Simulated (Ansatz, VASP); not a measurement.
## Cr in VASP and in Ansatz

```
Cr
1.0
    -1.41460    1.41460    1.41460
     1.41460   -1.41460    1.41460
     1.41460    1.41460   -1.41460
Cr
1
Cartesian
  0.0000 0.0000 0.0000
```

Alike in both runs: functional r2SCAN; k mesh 20 × 20 × 20; occupations gaussian, width 0.1 eV; no spin polarisation.

Ansatz relaxed the structure, and its values are those at the end. VASP's run is a single point on that final structure, the one shown.

```csv
,VASP,Ansatz
version,VASP 6.6.1,Ansatz 0.2.0
potentials or method,"VASP PAW PBE potentials, release 64 (Cr_pv), cutoff 520 eV","scalar-relativistic, plane waves, PAW"
valence electrons in the cell,12,14
```

```tsv
	VASP	Ansatz	Ansatz less VASP
gap on the k mesh at the Fermi level (eV)	none	none	-
pressure (GPa)	0.6	0.0	-0.56
```

VASP's potentials were made for PBE, not for r2SCAN. A gap of «none» marks a metal or a gap that the smearing closes. VASP's potentials hold 12 valence electrons a cell and Ansatz's 14, so a difference there can come from the potentials and not from the codes.
